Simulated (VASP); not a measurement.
**CdSe: single point with LDA**

The system is CdSe.

```
Cd Se
1.0
     4.24741    0.00000    0.00000
    -2.12370    3.67836    0.00000
     0.00000    0.00000    6.94195
Cd Se
2 2
Direct
  0.33333 0.66667 0.00484
  0.66667 0.33333 0.50484
  0.33333 0.66667 0.38016
  0.66667 0.33333 0.88016
```

```yaml
Program: VASP 6.6.1
Task: single point
Functional: LDA
Potentials_or_basis: VASP PAW LDA potentials, release 64 (Cd, Se)
Cutoff: 520 eV
k_mesh: 12 × 12 × 6
Occupations: fermi-dirac, width 0.1 eV
Spin: no spin polarisation
```

```json
{"Pressure": "0.5 GPa", "Band gap on the k mesh": "0.50 eV"}
```

Levels at points of the mesh, in eV from the valence-band top:
```
           k point  band 14  band 15  band 16  band 17  band 18  band 19  band 20  band 21  band 22  band 23
(0.00, 0.00, 0.00)    -0.83    -0.83    -0.07     0.00     0.00     0.50     2.05     5.72     5.72     5.99
(0.50, 0.00, 0.00)    -3.89    -2.89    -2.02    -1.48    -0.83     3.11     3.15     4.58     6.10     6.33
(0.00, 0.00, 0.50)    -2.85    -0.44    -0.44    -0.44    -0.44     2.25     2.25     5.73     5.73     6.14
(0.50, 0.00, 0.50)    -4.50    -1.49    -1.49    -1.47    -1.47     2.74     2.74     4.71     4.71     7.62
```

Run time: 95 s on 1 thread of Intel(R) Xeon(R) Platinum 8488C (Sapphire Rapids) (shared host), peak memory 0.32 GiB.

Caveat: semilocal functionals underestimate gaps, and a narrow one can read as zero.
